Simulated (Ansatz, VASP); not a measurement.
**Ta in VASP and in Ansatz**

INCAR

```
SYSTEM = Ta
PREC     = Accurate       ! precision mode
ENCUT    = 520            ! plane-wave cutoff, eV
EDIFF    = 1E-7           ! SCF threshold, eV
ISMEAR   = -1             ! smearing method
SIGMA    = 0.08           ! smearing width, eV
LREAL    = .FALSE.        ! projectors in reciprocal space
LASPH    = .TRUE.         ! aspherical terms in the spheres
NELM     = 60             ! most SCF steps
ALGO     = Normal         ! electronic algorithm
ISIF     = 2              ! what is computed and relaxed
LWAVE    = .FALSE.        ! write WAVECAR
LCHARG   = .FALSE.        ! write CHGCAR
GGA      = PS             ! functional
NBANDS   = 12             ! bands
```

Contents of KPOINTS:

```
Automatic mesh
0
G
  17 17 17
  0 0 0
```

File POSCAR:

```
Ta
1.0
   -1.6843056000      1.6512800000      1.6512800000
    1.6512800000     -1.6843056000      1.6512800000
    1.6512800000      1.6512800000     -1.6843056000
Ta
1
Direct
    0.0000000000      0.0000000000      0.0000000000
```

Input for Ansatz:

```yaml
crystal:
  lattice:
    - [-1.6843056, 1.65128, 1.65128]
    - [1.65128, -1.6843056, 1.65128]
    - [1.65128, 1.65128, -1.6843056]
  atoms:
    - { symbol: Ta, position: [0.0, 0.0, 0.0] }
kpoints:
  mp_grid: { grid: [17, 17, 17] }
  band_path:
    path:
      - [0.0, 0.0, 0.0]
      - [0.0, 0.0, 0.5]
      - [-0.5, 0.5, 0.5]
      - [-0.7548769728, 0.2451230272, 0.2451230272]
      - [0.2451230272, 0.2451230272, 0.2451230272]
      - [0.0, 0.0, 0.0]
      - [-0.5, 0.0, 0.5]
    npoints: 5
scf:
  occupations: { method: fermi_dirac, width: 0.08 }
hamiltonian:
  xc: pbesol
  pseudopotentials: { kind: all_electron, lapw: { basis_error: 0.0005 } }
output:
  forces: true
  stress: true
  eigenvalues: true
```

Change from the starting cell: equal xy, yz and zx shear strains of -2 %.

Alike in both runs: task single point; functional PBEsol; k mesh 17 × 17 × 17; occupations fermi-dirac, width 0.08 eV; no spin polarisation.

|  | VASP | Ansatz |
| --- | --- | --- |
| version | VASP 6.6.1 | Ansatz 0.2.0 |
| potentials or method | VASP PAW PBE potentials, release 64 (Ta_pv), cutoff 520 eV | all-electron LAPW, scalar-relativistic |

VASP gave:

| Item | Value |
| --- | --- |
| pressure (GPa) | -3.5 |
| traceless stress, the component that is largest in VASP (GPa) | 1.43 |

Estimate Ansatz's values.

pressure (GPa): -3.7; traceless stress, the component that is largest in VASP (GPa): 1.40.

VASP's potentials were made for PBE, not for PBEsol. Ansatz ran all-electron here, and VASP with PAW potentials.

Neither program's run includes spin-orbit coupling.
